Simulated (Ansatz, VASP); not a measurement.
BaF2 in VASP and in Ansatz

Contents of POSCAR:

```
BaF2
1.0
    0.0000000000      2.9681514024      2.9681514024
    2.9681514024      0.0000000000      2.9681514024
    2.9681514024      2.9681514024      0.0000000000
Ba F
1 2
Direct
    0.0000000000      0.0000000000      0.0000000000
    0.2500000000      0.2500000000      0.2500000000
    0.7500000000      0.7500000000      0.7500000000
```

INCAR.step1

```
ALGO = Normal ; EDIFF = 1E-5
ENCUT = 660 ; GGA = PE
GGA_COMPAT = False ; ISMEAR = 0
LASPH = True ; LCHARG = False
LREAL = False ; LWAVE = True
NBANDS = 19 ; NELM = 120
PREC = Accurate ; SIGMA = 0.02
```

INCAR.step2

```
ALGO = Normal ; EDIFF = 1E-6
ENCUT = 660 ; GGA_COMPAT = False
ISIF = 2 ; ISMEAR = 0
ISTART = 1 ; LASPH = True
LCHARG = False ; LMIXTAU = True
LREAL = False ; LWAVE = False
METAGGA = R2SCAN ; NBANDS = 19
NELM = 120 ; PREC = Accurate
SIGMA = 0.02
```

The input KPOINTS:

```
k-points
0
Gamma
  6 6 6
```

Input for Ansatz:

```yaml
crystal:
  lattice:
    - [0.0, 2.9681514024, 2.9681514024]
    - [2.9681514024, 0.0, 2.9681514024]
    - [2.9681514024, 2.9681514024, 0.0]
  atoms:
    - { symbol: Ba, position: [0.0, 0.0, 0.0] }
    - { symbol: F, position: [0.25, 0.25, 0.25] }
    - { symbol: F, position: [0.75, 0.75, 0.75] }
basis:
  ecutwfc: 500
kpoints:
  mp_grid: { grid: [6, 6, 6] }
hamiltonian:
  xc: r2scan
scf:
  occupations: { method: gaussian, width: 0.02 }
output:
  forces: true
  stress: true
  eigenvalues: true
```

Alike in both runs: task single point; functional r2SCAN; k mesh 6 × 6 × 6; occupations gaussian, width 0.02 eV; no spin polarisation.

|  | VASP | Ansatz |
| --- | --- | --- |
| version | VASP 6.6.1 | Ansatz 0.2.0 |
| potentials or method | VASP PAW PBE potentials, release 64 (Ba_sv, F), cutoff 660 eV | scalar-relativistic, plane waves, PAW |
| valence electrons in the cell | 24 | 24 |

|  | VASP | Ansatz | Ansatz less VASP |
| --- | --- | --- | --- |
| gap on the k mesh at the Fermi level (eV) | 7.89 | 7.97 | +0.080 |
| least direct gap on the mesh (eV) | 8.04 | 8.14 | +0.099 |
| pressure (GPa) | 12.3 | 10.6 | -1.70 |

VASP's potentials were made for PBE, not for r2SCAN.

Neither program's run includes spin-orbit coupling.
